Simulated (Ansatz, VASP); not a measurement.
**InP in VASP and in Ansatz**

The input INCAR:

```
SYSTEM = InP
ALGO = Normal ; EDIFF = 1E-7
ENCUT = 520 ; GGA = RP
ISIF = 2 ; ISMEAR = -1
IVDW = 13 ; LASPH = .TRUE.
LCHARG = .FALSE. ; LREAL = .FALSE.
LWAVE = .FALSE. ; NBANDS = 16
NELM = 100 ; PREC = Accurate
SIGMA = 0.05
```

File KPOINTS:

```
k-points
0
G
  8 8 8
  0 0 0
```

The input POSCAR:

```
InP
1.0
    0.0000000000      2.9879753761      2.9879753761
    2.9879753761      0.0000000000      2.9879753761
    2.9879753761      2.9879753761      0.0000000000
In P
1 1
Direct
    0.0000000000      0.0000000000      0.0000000000
    0.7500000000      0.7500000000      0.7500000000
```

File input.yaml:

```yaml
crystal:
  lattice:
    - [0.0, 2.9879753761, 2.9879753761]
    - [2.9879753761, 0.0, 2.9879753761]
    - [2.9879753761, 2.9879753761, 0.0]
  atoms:
    - { symbol: In, position: [0.0, 0.0, 0.0] }
    - { symbol: P, position: [0.75, 0.75, 0.75] }
hamiltonian:
  xc: rpbe
  pseudopotentials: { kind: paw }
  dispersion: d4
kpoints:
  mp_grid: { grid: [8, 8, 8] }
scf:
  occupations: { method: fermi_dirac, width: 0.05 }
output:
  forces: true
  stress: true
  eigenvalues: true
```

Alike in both runs: task single point; functional RPBE; dispersion D4; k mesh 8 × 8 × 8; occupations fermi-dirac, width 0.05 eV; no spin polarisation.

```csv
,VASP,Ansatz
version,VASP 6.6.1,Ansatz 0.2.0
potentials or method,"VASP PAW PBE potentials, release 64 (In_d, P)",Ansatz PAW
plane-wave cutoff (eV),520,420
valence electrons in the cell,18,18
```

```csv
,VASP,Ansatz,Ansatz less VASP
gap on the k mesh at the Fermi level (eV),0.53,0.53,+0.006
least direct gap on the mesh (eV),0.53,0.53,+0.006
pressure (GPa),-2.7,-2.6,+0.05
```

VASP's potentials were made for PBE, not for RPBE.
